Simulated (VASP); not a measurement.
A run of VASP 6.6.1 is set up as follows.

INCAR

```
SYSTEM = ZnSe
ALGO = Normal ; EDIFF = 1E-8
ENCUT = 600 ; GGA = PS
IBRION = 6 ; ISIF = 3
ISMEAR = 0 ; LASPH = .TRUE.
LCHARG = .TRUE. ; LREAL = .FALSE.
LWAVE = .FALSE. ; NBANDS = 16
NELM = 60 ; NFREE = 2
NSW = 1 ; POTIM = 0.015
PREC = Accurate ; SIGMA = 0.01
```

The input KPOINTS:

```
k-points
0
G
  8 8 8
  0 0 0
```

POSCAR

```
ZnSe
1.0
    0.0000000000      2.7662892421      2.7662892421
    2.7662892421      0.0000000000      2.7662892421
    2.7662892421      2.7662892421      0.0000000000
Zn Se
1 1
Direct
    0.0000000000      0.0000000000      0.0000000000
    0.7500000000      0.7500000000      0.7500000000
```

Potentials or basis: VASP PAW PBE potentials, release 64 (Zn, Se).

Run with:

```bash
$ cat potpaw_PBE.64/Zn/POTCAR potpaw_PBE.64/Se/POTCAR > POTCAR
$ mpirun -np 1 vasp_std > vasp.out
```

Estimate the elastic constants C11, C12, C44.

102, 69, 40 GPa.

Predict the Voigt bulk modulus.

80 GPa.

Estimate the highest phonon frequency at Γ, LO-TO splitting left out.

231 cm⁻¹.

Phonon frequencies in cm⁻¹ (negative: imaginary):
```
              q point        frequencies
(0.000, 0.000, 0.000)  0 0 0 231 231 231
```

Caveat: the cell is under stress, which shifts elastic constants; the PAW data sets were made with another functional, which shifts forces and pressure a little.
